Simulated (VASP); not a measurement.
# AlSiN (P-6m2) in VASP: a series of runs, part 2 of 2

VASP 6.6.1. Earlier steps stand in the parts before.

### 3 Single point, PBE, collinear spin, ferromagnetic start

This run uses another cell than the first one, of 14.05 Å³/atom, 0.808 times its volume.

Contents of INCAR:

```
SYSTEM = AlSiN
PREC     = Accurate       ! precision mode
ENCUT    = 600            ! plane-wave cutoff, eV
EDIFF    = 1E-6           ! SCF threshold, eV
ISMEAR   = 0              ! smearing method
SIGMA    = 0.1            ! smearing width, eV
LREAL    = .FALSE.        ! projectors in reciprocal space
LASPH    = .TRUE.         ! aspherical terms in the spheres
NELM     = 200            ! most SCF steps
ALGO     = Normal         ! electronic algorithm
ISIF     = 2              ! what is computed and relaxed
LWAVE    = .FALSE.        ! write WAVECAR
LCHARG   = .TRUE.         ! write CHGCAR
ISPIN    = 2              ! spin polarisation
MAGMOM   = 0 0 1          ! initial moments
LORBIT   = 11             ! projections on sites
GGA      = PE             ! functional
LELF     = .TRUE.         ! ELF
LVHAR    = .TRUE.       
NBANDS   = 17             ! bands
GGA_COMPAT= .FALSE.
```

Contents of KPOINTS:

```
regular mesh
0
G
  6 6 6
  0 0 0
```

Contents of POSCAR:

```
AlSiN
1.0
    3.6457866300      0.0000000000      0.0000000000
   -1.8228933200      3.1573438400      0.0000000000
    0.0000000000      0.0000000000      3.6615969000
Al Si N
1 1 1
Direct
    0.6666666700      0.3333333300      0.5000000000
    0.0000000000      0.0000000000      0.0000000000
    0.3333333300      0.6666666700      0.5000000000
```

Potentials or basis: VASP PAW PBE potentials, release 64 (Al, Si, N).

On the command line:

```
$ cat potpaw_PBE.64/Al/POTCAR potpaw_PBE.64/Si/POTCAR potpaw_PBE.64/N/POTCAR > POTCAR
$ mpirun -np 1 vasp_std > vasp.out
```

It took 23 s on 1 thread of Intel Xeon Platinum 8559C (Emerald Rapids), shared host; peak memory 0.2 GiB.

The run converged. Its results:

| Property | Result |
| --- | --- |
| Free energy | -15.8750 eV |
| Pressure | -10.5 GPa |
| Band gap on the k mesh | zero (filled and empty bands overlap) |
| Net moment | 0.00 μB per cell |
| Valence electrons inside the program's atomic spheres | Al 0.69; Si 1.52; N 3.54 |

Stress tensor (GPa, compression positive):
```
-16.79   0.00   0.00
  0.00 -16.79   0.00
  0.00   0.00   1.98
```

Levels at points of the mesh, in eV from the Fermi level:
Spin up:
```tsv
k point	band 4	band 5	band 6	band 7	band 8	band 9
(0.00, 0.00, 0.00)	-3.36	-3.36	1.13	1.13	2.84	3.18
(0.50, 0.00, 0.00)	-4.42	-2.28	-0.76	1.00	2.67	3.24
(0.00, 0.00, 0.50)	-3.06	-2.61	0.06	2.59	2.59	4.68
(0.50, 0.00, 0.50)	-5.23	-3.85	-0.50	0.08	0.82	3.85
```
Spin down:
| k point | band 2 | band 3 | band 4 | band 5 | band 6 | band 7 | band 8 | band 9 | band 10 | band 11 |
| --- | --- | --- | --- | --- | --- | --- | --- | --- | --- | --- |
| (0.00, 0.00, 0.00) | -7.38 | -3.84 | -3.36 | -3.36 | 1.13 | 1.13 | 2.84 | 3.18 | 4.09 | 8.25 |
| (0.50, 0.00, 0.00) | -9.28 | -4.52 | -4.42 | -2.28 | -0.76 | 1.00 | 2.67 | 3.24 | 5.52 | 7.43 |
| (0.00, 0.00, 0.50) | -9.47 | -3.06 | -3.06 | -2.61 | 0.06 | 2.59 | 2.59 | 4.68 | 4.68 | 6.05 |
| (0.50, 0.00, 0.50) | -7.12 | -6.82 | -5.23 | -3.85 | -0.50 | 0.08 | 0.82 | 3.85 | 6.77 | 7.99 |

### 4 Single point, PBE+D4

This run uses another cell than the first one, of 18.55 Å³/atom, 1.066 times its volume.

Contents of INCAR:

```
PREC = Accurate
ENCUT = 600
EDIFF = 1E-6
ISMEAR = 0
SIGMA = 0.1
LREAL = False
LASPH = True
NELM = 120
ALGO = Normal
ISIF = 2
LWAVE = False
LCHARG = False
GGA = PE
IVDW = 13
NBANDS = 13
GGA_COMPAT = False
```

Contents of KPOINTS:

```
Automatic mesh
0
Gamma
  18 18 8
```

Contents of POSCAR:

```
AlSiN
1.0
    3.0550412467      0.0000000000      0.0000000000
   -1.5275206233      2.6457433292      0.0000000000
    0.0000000000      0.0000000000      6.8854939797
Al Si N
1 1 1
Direct
    0.6666666667      0.3333333333      0.5000000000
    0.0000000000      0.0000000000      0.0000000000
    0.3333333333      0.6666666667      0.5000000000
```

Potentials or basis: VASP PAW PBE potentials, release 64 (Al, Si, N).

On the command line:

```
$ cat potpaw_PBE.64/Al/POTCAR potpaw_PBE.64/Si/POTCAR potpaw_PBE.64/N/POTCAR > POTCAR
$ mpirun -np 1 vasp_std > vasp.out
```

OUTCAR:

```text
PREC = Accurate
   ENCUT = 600
   EDIFF = 1E-6
   ISMEAR = 0
   LREAL = False
   LASPH = True
   NELM = 120
   ISIF = 2
   GGA = PE
   IVDW = 13

 ion  position               nearest neighbor table
   1  0.667  0.333  0.500-   3 1.76   3 1.76   3 1.76
   2  0.000  0.000  0.000-
   3  0.333  0.667  0.500-   1 1.76   1 1.76   1 1.76

  LATTYP: Found a hexagonal cell.
 ALAT       =     3.0550412467
 C/A-ratio  =     2.2538137536

  Lattice vectors:

 A1 = (   3.0550412467,   0.0000000000,   0.0000000000)
[... 573 lines left out ...]

  DFT-D4 for vdW energy calculation

  Edisp (eV):   -0.87525

  FORCE on cell =-STRESS in cart. coord.  units (eV):
  Direction    XX          YY          ZZ          XY          YZ          ZX
  --------------------------------------------------------------------------------------
  -------------------------------------------------------------------------------------
  Total      -0.77904    -0.77904    -0.99259    -0.00000    -0.00000     0.00000
  in kB     -22.42694   -22.42694   -28.57465    -0.00000    -0.00000     0.00000
  external pressure =      -24.48 kB  Pullay stress =        0.00 kB

 VOLUME and BASIS-vectors are now :
 -----------------------------------------------------------------------------
  energy-cutoff  :      600.00
  volume of cell :       55.65
      direct lattice vectors                 reciprocal lattice vectors
     3.055041247  0.000000000  0.000000000     0.327327823  0.188982807  0.000000000
    -1.527520623  2.645743329  0.000000000     0.000000000  0.377965613  0.000000000
     0.000000000  0.000000000  6.885493980     0.000000000  0.000000000  0.145232862

 POSITION                                       TOTAL-FORCE (eV/Angst)
 -----------------------------------------------------------------------------------
      1.52752      0.88191      3.44275         0.000000      0.000000      0.000000
      0.00000      0.00000      0.00000        -0.000000      0.000000      0.000000
     -0.00000      1.76383      3.44275        -0.000000      0.000000      0.000000
 -----------------------------------------------------------------------------------
    total drift:                                0.000001     -0.000000     -0.000000

  FREE ENERGIE OF THE ION-ELECTRON SYSTEM (eV)
  ---------------------------------------------------
  free  energy   TOTEN  =       -18.4478301654 eV

  energy  without entropy=      -18.4433303117  energy(sigma->0) =      -18.44558024
```

stdout:

```text
POSCAR found type information on POSCAR AlSiN
 POSCAR found :  3 types and       3 ions
 scaLAPACK will be used
 LDA part: xc-table for (Slater+PW92), standard interpolation
 POSCAR, INCAR and KPOINTS ok, starting setup
 FFT: planning ... GRIDC
 FFT: planning ... GRID_SOFT
 FFT: planning ... GRID
 WAVECAR not read
 entering main loop
```

It took 52 s on 1 thread of Intel Xeon Platinum 8559C (Emerald Rapids), shared host; peak memory 0.3 GiB.

Results:

* Free energy: -18.4478 eV
* Pressure: -2.4 GPa
* Band gap on the k mesh: zero (band 6 reaches 4.33 eV, above the bottom of band 7 at 2.41 eV)
* Dispersion energy per atom: -0.292 eV

Caveat: pairwise dispersion overbinds metals, which lowers pressure and volume.

### 5 Overview

```csv
level,spin,cell,k mesh,gap on the mesh (eV),pressure (GPa),moment (μB)
PBE,"collinear, ferromagnetic start","a = 3.062, b = 3.062, c = 6.427 Å, angles 90.0, 90.0, 120.0°, 3 atoms",6 × 6 × 4,none,-0.1,0.00
PBE,"collinear, ferromagnetic start","a = 3.646, b = 3.646, c = 3.662 Å, angles 90.0, 90.0, 120.0°, 3 atoms",6 × 6 × 6,none,-10.5,0.00
PBE+D4,off,"a = 3.055, b = 3.055, c = 6.885 Å, angles 90.0, 90.0, 120.0°, 3 atoms",18 × 18 × 8,none,-2.4,-
```

Alike in all rows: task single point; potentials or basis VASP PAW PBE potentials, release 64 (Al, Si, N); cutoff (eV) 600; smearing gaussian 0.1 eV.

Caveats: some runs use coarse meshes; pairwise dispersion overbinds metals, which lowers pressure and volume (some runs).

Total energies depend on the potentials used, so only differences within one code and one set of settings carry meaning.
